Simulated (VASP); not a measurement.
# Ir2Rh (P6_3/mmc) in VASP: notebook

Runs on Ir2Rh. Level: PBE. Tasks: relaxation of cell and atoms, single point.

All numbers are computed with VASP 6.6.1; they aren't measurements. Logs are shortened: lines on timing, memory, paths and dates and some standing lists are left out, and cuts for length are marked.

### Step 1. The cell of the first run

Symmetry: P6_3/mmc, No. 194, hexagonal system. The conventional cell has a = 2.738 Å, b = 2.738 Å, c = 12.935 Å, α = 90.00°, β = 90.00°, γ = 120.00°. Ir (site symmetry 3m) has 9 Ir at 2.67 to 2.74 Å and 3 Rh at 2.67 Å within 3.5 Å. Rh (site symmetry -6m2) has 6 Ir at 2.67 Å and 6 Rh at 2.74 Å within 3.5 Å.

### Step 2. Relaxation of cell and atoms, PBE

INCAR reads:

```
PREC     = Accurate       # precision mode
ENCUT    = 600            # plane-wave cutoff, eV
EDIFF    = 1E-7           # SCF threshold, eV
ISMEAR   = 0              # smearing method
SIGMA    = 0.1            # smearing width, eV
LREAL    = F              # projectors in reciprocal space
LASPH    = T              # aspherical terms in the spheres
NELM     = 60             # most SCF steps
ALGO     = Normal         # electronic algorithm
ISIF     = 3              # what is computed and relaxed
LWAVE    = F              # write WAVECAR
LCHARG   = F              # write CHGCAR
GGA      = PE             # functional
IBRION   = 2              # ionic algorithm
NSW      = 90             # ionic steps
EDIFFG   = -0.04          # ionic threshold
```

KPOINTS reads:

```
regular mesh
0
Gamma
  6 6 2
```

POSCAR reads:

```
Ir2Rh
1.0
    2.7382129500      0.0000000000      0.0000000000
   -1.3691064800      2.3713619800      0.0000000000
    0.0000000000      0.0000000000     12.9351641900
Ir Rh
4 2
Direct
    0.3333333300      0.6666666700      0.0833333300
    0.3333333300      0.6666666700      0.4166666700
    0.6666666700      0.3333333300      0.5833333300
    0.6666666700      0.3333333300      0.9166666700
    0.3333333300      0.6666666700      0.7500000000
    0.6666666700      0.3333333300      0.2500000000
```

Potentials or basis: VASP PAW PBE potentials, release 64 (Ir, Rh_pv).

Command:

```
$ cat potpaw_PBE.64/Ir/POTCAR potpaw_PBE.64/Rh_pv/POTCAR > POTCAR
$ mpirun -np 1 vasp_std > vasp.out
```

OUTCAR:

```text
PREC = Accurate
   ENCUT = 600
   EDIFF = 1E-7
   ISMEAR = 0
   LREAL = F
   LASPH = T
   NELM = 60
   ISIF = 3
   GGA = PE
   IBRION = 2
   NSW = 90
   EDIFFG = -0.04

 ion  position               nearest neighbor table
   1  0.333  0.667  0.083-   4 2.67   4 2.67   4 2.67   6 2.67   6 2.67   6 2.67
   2  0.333  0.667  0.417-   3 2.67   3 2.67   3 2.67   6 2.67   6 2.67   6 2.67
   3  0.667  0.333  0.583-   2 2.67   2 2.67   2 2.67   5 2.67   5 2.67   5 2.67
   4  0.667  0.333  0.917-   1 2.67   1 2.67   1 2.67   5 2.67   5 2.67   5 2.67
   5  0.333  0.667  0.750-   3 2.67   4 2.67   3 2.67   4 2.67   3 2.67   4 2.67
   6  0.667  0.333  0.250-   1 2.67   2 2.67   1 2.67   2 2.67   1 2.67   2 2.67

  LATTYP: Found a hexagonal cell.
 ALAT       =     2.7382129500
 C/A-ratio  =     4.7239438372

  Lattice vectors:

 A1 = (   2.7382129500,   0.0000000000,   0.0000000000)
 A2 = (  -1.3691064800,   2.3713619800,   0.0000000000)
 A3 = (   0.0000000000,   0.0000000000,  12.9351641900)

Analysis of symmetry for initial positions (statically):
=====================================================================
 Subroutine PRICEL returns:
 Original cell was already a primitive cell.

 Routine SETGRP: Setting up the symmetry group for a
 hexagonal supercell.

 Subroutine GETGRP returns: Found 24 space group operations
 (whereof 12 operations were pure point group operations)
 out of a pool of 24 trial point group operations.

The static configuration has the point symmetry D_3d.
 The point group associated with its full space group is D_6h.

Analysis of symmetry for dynamics (positions and initial velocities):
=====================================================================
 Subroutine PRICEL returns:
 Original cell was already a primitive cell.

 Routine SETGRP: Setting up the symmetry group for a
 hexagonal supercell.

 Subroutine GETGRP returns: Found 24 space group operations
 (whereof 12 operations were pure point group operations)
 out of a pool of 24 trial point group operations.

The dynamic configuration has the point symmetry D_3d.
 The point group associated with its full space group is D_6h.

 Subroutine INISYM returns: Found 24 space group operations
 (whereof 12 operations are pure point group operations),
 and found     1 'primitive' translations

----------------------------------------------------------------------------------------

                                     Primitive cell

  volume of cell :      83.9918

  direct lattice vectors                    reciprocal lattice vectors
     2.738212950  0.000000000  0.000000000     0.365201691  0.210849295  0.000000000
    -1.369106480  2.371361980  0.000000000     0.000000000  0.421698589  0.000000000
     0.000000000  0.000000000 12.935164190     0.000000000  0.000000000  0.077308644

  length of vectors
     2.738212950  2.738212956 12.935164190     0.421698590  0.421698589  0.077308644

  position of ions in fractional coordinates (direct lattice)
     0.333333330  0.666666670  0.083333330
     0.333333330  0.666666670  0.416666670
     0.666666670  0.333333330  0.583333330
     0.666666670  0.333333330  0.916666670
     0.333333330  0.666666670  0.750000000
     0.666666670  0.333333330  0.250000000

  ion indices of the primitive-cell ions
   primitive index   ion index
                 1           1
                 2           2
                 3           3
                 4           4
                 5           5
                 6           6

----------------------------------------------------------------------------------------

 KPOINTS: regular mesh

Automatic generation of k-mesh.
 Grid dimensions read from file:
 generate k-points for:    6    6    2

 Generating k-lattice:

  Cartesian coordinates                     Fractional coordinates (reciprocal lattice)
     0.060866949  0.035141549  0.000000000     0.166666667 -0.000000000  0.000000000
     0.000000000  0.070283098  0.000000000     0.000000000  0.166666667  0.000000000
     0.000000000  0.000000000  0.038654322     0.000000000  0.000000000  0.500000000

  Length of vectors
     0.070283098  0.070283098  0.038654322

  Shift w.r.t. Gamma in fractional coordinates (k-lattice)
     0.000000000  0.000000000  0.000000000

 Subroutine IBZKPT returns following result:
 ===========================================

 Found     14 irreducible k-points:

 Following reciprocal coordinates:
            Coordinates               Weight
  0.000000  0.000000  0.000000      1.000000
  0.166667 -0.000000  0.000000      6.000000
  0.333333  0.000000  0.000000      6.000000
  0.500000 -0.000000  0.000000      3.000000
  0.166667  0.166667  0.000000      6.000000
  0.333333  0.166667  0.000000     12.000000
  0.333333  0.333333  0.000000      2.000000
  0.000000  0.000000  0.500000      1.000000
  0.166667 -0.000000  0.500000      6.000000
  0.333333  0.000000  0.500000      6.000000
  0.500000 -0.000000  0.500000      3.000000
  0.166667  0.166667  0.500000      6.000000
  0.333333  0.166667  0.500000     12.000000
  0.333333  0.333333  0.500000      2.000000
   k-points           NKPTS =     14   k-points in BZ     NKDIM =     14   number of bands    NBANDS=     39
   number of dos      NEDOS =    301   number of ions     NIONS =      6
   total plane-waves  NPLWV =  62208
   dimension x,y,z NGX =    24 NGY =   24 NGZ =  108
   dimension x,y,z NGXF=    48 NGYF=   48 NGZF=  216
   ions per type =               4   2
   NGX,Y,Z   is equivalent  to a cutoff of  14.57, 14.57, 13.88 a.u.
   NGXF,Y,Z  is equivalent  to a cutoff of  29.14, 29.14, 27.76 a.u.
 SYSTEM =  unknown system
   PREC   = accura    normal or accurate (medium, high low for compatibility)
   ISTART =      0    job   : 0-new  1-cont  2-samecut
   ICHARG =      2    charge: 1-file 2-atom 10-const
   ISPIN  =      1    spin polarized calculation?
   LNONCOLLINEAR =      F non collinear calculations
   LSORBIT =      F    spin-orbit coupling
   LASPH  =      T    aspherical Exc in radial PAW
   ENCUT  =  600.0 eV  44.10 Ry    6.64 a.u.   5.47  5.47 25.83*2*pi/ulx,y,z
   NELM   =     60;   NELMIN=  2; NELMDL= -5     # of ELM steps
   EDIFF  = 0.1E-06   stopping-criterion for ELM
   LREAL  =      F    real-space projection
   EDIFFG = -.4E-01   stopping-criterion for IOM
   NSW    =     90    number of steps for IOM
   IBRION =      2    ionic relax: 0-MD 1-quasi-New 2-CG
   NFREE  =      1    steps in history (QN), initial steepest desc. (CG)
   ISIF   =      3    stress and relaxation
   ISYM   =      2    0-nonsym 1-usesym 2-fastsym
   POTIM  = 0.5000    time-step for ionic-motion
   TEBEG  =    0.0;   TEEND  =   0.0 temperature during run
   PSTRESS=    0.0 pullay stress
   NELECT =      66.0000    total number of electrons
   NUPDOWN=      -1.0000    fix difference up-down
   EMIN   =  10.00;   EMAX   =-10.00  energy-range for DOS
   EFERMI =   0.00;   METHOD = LEGACY
   ISMEAR =     0;   SIGMA  =   0.10  broadening in eV -4-tet -1-fermi 0-gaus
   EFERMI_NEDOS =   21; number of points for ismear=-14 and -15
   IALGO  =     38    algorithm
   IMIX   =      4    mixing-type and parameters
     AMIX     =   0.40;   BMIX     =  1.00
     AMIX_MAG =   1.60;   BMIX_MAG =  1.00
  volume/ion in A,a.u.               =      14.00        94.47
  Fermi-wavevector in a.u.,A,eV,Ry     =   1.510696  2.854802 31.051257  2.282203
  Thomas-Fermi vector in A             =   2.620852
   LORBIT       =      0    0 simple, 1 ext, 2 COOP (PROOUT), +10 PAW based schemes
   GGA     = PE    functional components
   LHFCALC =     F    Hartree Fock is set to
   AEXX    =    0.0000 exact exchange contribution
   IVDW    =     0    specifies the selected vdW correction
   LEPSILON=     F    determine dielectric tensor
   LRPA    =     F    only Hartree local field effects (RPA)
 conjugate gradient relaxation of ions
 non-spin polarized calculation
 Gauss-broadening in eV      SIGMA  =   0.10
  energy-cutoff  :      600.00
  volume of cell :       83.99
 maximum number of plane-waves:      2860
 NGX is ok and might be reduce to    24
   NGX = 11   NGY = 11   NGZ = 51

--------------------------------------- Ionic step        1  -------------------------------------------

 number of electron      66.0000004 magnetization

 Free energy of the ion-electron system (eV)
  ---------------------------------------------------
  ext. energy  EPLUGINS =         0.00000000
  ---------------------------------------------------
  free energy    TOTEN  =       -49.50404761 eV

  energy without entropy =      -49.46089593  energy(sigma->0) =      -49.48247177

------------------------ aborting loop because EDIFF is reached ----------------------------------------

  FORCE on cell =-STRESS in cart. coord.  units (eV):
  Direction    XX          YY          ZZ          XY          YZ          ZX
  --------------------------------------------------------------------------------------
  -------------------------------------------------------------------------------------
  Total        4.8491224      4.8491224      6.9676989     -0.0000000      0.0000000      0.0000000
  in kB       92.4989301     92.4989304    132.9116170     -0.0000002      0.0000000      0.0000000
  external PRESSURE =     105.9698258 kB  Pullay stress =       0.0000000 kB
[... 25 lines left out ...]
  energy  without entropy=      -49.4608959267  energy(sigma->0) =      -49.48247177

--------------------------------------- Ionic step        2  -------------------------------------------

 number of electron      65.9999996 magnetization

 E-fermi :   8.7523     XC(G=0): -13.2181

 val. band max:        8.7435518056   @ k =   0.3333   0.3333   0.0000
 cond. band min:       8.7577202991   @ k =   0.1667  -0.0000   0.0000
 fundamental gap:      0.0141684935
 Fermi energy:         8.7522524862

 k-point     1 :       0.0000    0.0000    0.0000
  band No.  band energies     occupation
      1     -37.7697      2.00000
      2     -37.7697      2.00000
      3     -37.4981      2.00000
      4     -37.4981      2.00000
      5     -37.4981      2.00000
      6     -37.4981      2.00000
[... 694 lines left out ...]
  energy  without entropy=      -49.5487012247  energy(sigma->0) =      -49.57136957

--------------------------------------- Ionic step        5  -------------------------------------------

 number of electron      66.0000007 magnetization

 Free energy of the ion-electron system (eV)
  ---------------------------------------------------
  ext. energy  EPLUGINS =         0.00000000
  ---------------------------------------------------
  free energy    TOTEN  =       -49.59792094 eV

  energy without entropy =      -49.55322281  energy(sigma->0) =      -49.57557187

 E-fermi :  10.4121     XC(G=0): -13.8194

 val. band max:       10.4083681663   @ k =   0.0000   0.0000   0.0000
 cond. band min:      10.4215862175   @ k =   0.3333   0.3333   0.5000
 fundamental gap:      0.0132180513
 Fermi energy:        10.4120959648

 k-point     1 :       0.0000    0.0000    0.0000
  band No.  band energies     occupation
      1     -36.4126      2.00000
      2     -36.4125      2.00000
      3     -36.0606      2.00000
      4     -36.0606      2.00000
      5     -36.0606      2.00000
      6     -36.0606      2.00000
[... 610 lines left out ...]
  FREE ENERGIE OF THE ION-ELECTRON SYSTEM (eV)
  ---------------------------------------------------
  free  energy   TOTEN  =       -49.5979209364 eV

  energy  without entropy=      -49.5532228074  energy(sigma->0) =      -49.57557187

 reached required accuracy - stopping structural energy minimisation
```

Wall time 10 min (1 thread of Intel Xeon 8259CL, shared host); peak memory 0.27 GiB.

What came out:

```
Free energy                           : -49.5979 eV
Relaxed volume                        : 14.44 Å³/atom
Relaxed cell                          : a = 2.758 Å, b = 2.758 Å, c = 13.151 Å, α = 90.00°, β = 90.00°, γ = 120.00°
Space group after relaxing (to 0.1 Å) : P6_3/mmc (No. 194)
Energy gained by relaxing             : 15.6 meV/atom
Ionic steps                           : 5
Pressure after relaxing               : 0.1 GPa
Band gap on the k mesh                : zero (bands 33 and 34 overlap by 2.60 eV)
```

Stress tensor (GPa, compression positive):
```
 0.25  0.00  0.00
 0.00  0.25  0.00
 0.00  0.00 -0.22
```

The path:
```tsv
step	energy change (eV)	largest force (eV/Å)	pressure (GPa)	volume (Å³)
1	0.0000	0.1863	10.60	83.99
2	0.6776	0.2585	-24.16	95.75
3	-0.0898	0.1861	-0.63	86.81
4	-0.0900	0.1855	-0.23	86.70
5	-0.0939	0.0000	0.09	86.62
```

Final structure:
```xyz
6
Lattice="2.7579 0.0000 0.0000 -1.3790 2.3884 0.0000 0.0000 0.0000 13.1506" Properties=species:S:1:pos:R:3 pbc="T T T"
Ir    0.0000    1.5923    1.0856
Ir    0.0000    1.5923    5.4897
Ir    1.3790    0.7961    7.6609
Ir    1.3790    0.7961   12.0650
Rh    0.0000    1.5923    9.8629
Rh    1.3790    0.7961    3.2876
```

Caveat: the k points lie up to 0.44 Å⁻¹ apart in the final cell, too coarse for converged energies and pressures of a metal; spin-orbit coupling is left out, which moves the levels of the heavy elements.

(Continued in part 2 of 2.)
